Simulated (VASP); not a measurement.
Set up this calculation in VASP 6.6.1, as the native input.

```
Task                   : single point
Functional             : PBEsol
Potentials or basis    : VASP PAW PBE potentials, release 64 (Sn_d)
Cutoff                 : 520 eV
k mesh                 : 9 × 9 × 9
Occupations            : fermi-dirac, width 0.05 eV
Spin                   : no spin polarisation
Dipole correction      : no
Further INCAR settings : ALGO = Fast; EDIFF = 1e-06; NBANDS = 13
```

The structure of Sn lies in POSCAR:

```
Sn
1.0
   -2.0291894110      2.0291894110      1.6939751894
    2.0291894110     -2.0291894110      1.6939751894
    2.0291894110      2.0291894110     -1.6939751894
Sn
1
Direct
    0.0000000000      0.0000000000      0.0000000000
```

These files were run (other wordings do the same):

INCAR

```
ALGO = Fast
EDIFF = 1E-6
ENCUT = 520
GGA = PS
ISIF = 2
ISMEAR = -1
LASPH = T
LCHARG = F
LREAL = F
LWAVE = F
NBANDS = 13
NELM = 100
PREC = Accurate
SIGMA = 0.05
```

KPOINTS

```
k-points
0
Gamma
  9 9 9
```

Potentials or basis: VASP PAW PBE potentials, release 64 (Sn_d).

Command:

```sh
$ cat potpaw_PBE.64/Sn_d/POTCAR > POTCAR
$ mpirun -np 1 vasp_std > vasp.out
```

Results of the run:

```yaml
Pressure: -2.8 GPa
Band_gap_on_the_k_mesh: zero (bands 7 and 8 overlap by 8.77 eV)
```

Caveat: the PAW data sets were made with another functional, which shifts forces and pressure a little; spin-orbit coupling is left out, which moves the levels of the heavy elements.

Run time: 45 s on 1 thread of Intel Xeon 8259CL (shared host), peak memory 0.16 GiB.
